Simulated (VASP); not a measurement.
Input of a VASP 6.6.1 run:

INCAR

```
SYSTEM = CuW4
ALGO = Fast
EDIFF = 1E-6
ENCUT = 520
GGA = PE
ISIF = 2
ISMEAR = 0
LASPH = .TRUE.
LCHARG = .TRUE.
LELF = .TRUE.
LREAL = .FALSE.
LVHAR = .TRUE.
LWAVE = .FALSE.
NBANDS = 78
NELM = 60
PREC = Accurate
SIGMA = 0.1
```

Contents of KPOINTS:

```
k-points
0
G
  12 12 2
  0 0 0
```

Contents of POSCAR:

```
CuW4
1.0
    1.5974759906     -2.2140612432      0.0000000000
    1.5974759906      2.2140612432      0.0000000000
    0.0000000000      0.0000000000     21.8466709118
Cu W
2 8
Direct
    0.2500000000      0.7500000000      0.0434209565
    0.7500000000      0.2500000000      0.9565790435
    0.2500000000      0.7500000000      0.4479983571
    0.7500000000      0.2500000000      0.5520016429
    0.2500000000      0.7500000000      0.6555258876
    0.7500000000      0.2500000000      0.7592386681
    0.7500000000      0.2500000000      0.3444741124
    0.7500000000      0.2500000000      0.1382975968
    0.2500000000      0.7500000000      0.2407613319
    0.2500000000      0.7500000000      0.8617024032
```

Potentials or basis: VASP PAW PBE potentials, release 64 (Cu, W_sv).

Run with:

```bash
$ cat potpaw_PBE.64/Cu/POTCAR potpaw_PBE.64/W_sv/POTCAR > POTCAR
$ mpirun -np 1 vasp_std > vasp.out
```

**Question.** Predict the band gap on the k mesh.

**Answer.** Zero (bands 67 and 68 overlap by 2.18 eV).

**Question.** What does it give for the largest force?

**Answer.** 0.020 eV/Å.

**Question.** What does it give for the pressure?

**Answer.** 0.5 GPa.

Forces on the atoms (eV/Å):
```
Cu   0.000  0.000 -0.020
Cu   0.000  0.000  0.020
W    0.000  0.000  0.000
W    0.000  0.000  0.000
W    0.000  0.000  0.000
W    0.000  0.000  0.000
W    0.000  0.000  0.000
W    0.000  0.000  0.008
W    0.000  0.000  0.000
W    0.000  0.000 -0.008
```

Caveat: spin-orbit coupling is left out, which moves the levels of the heavy elements.
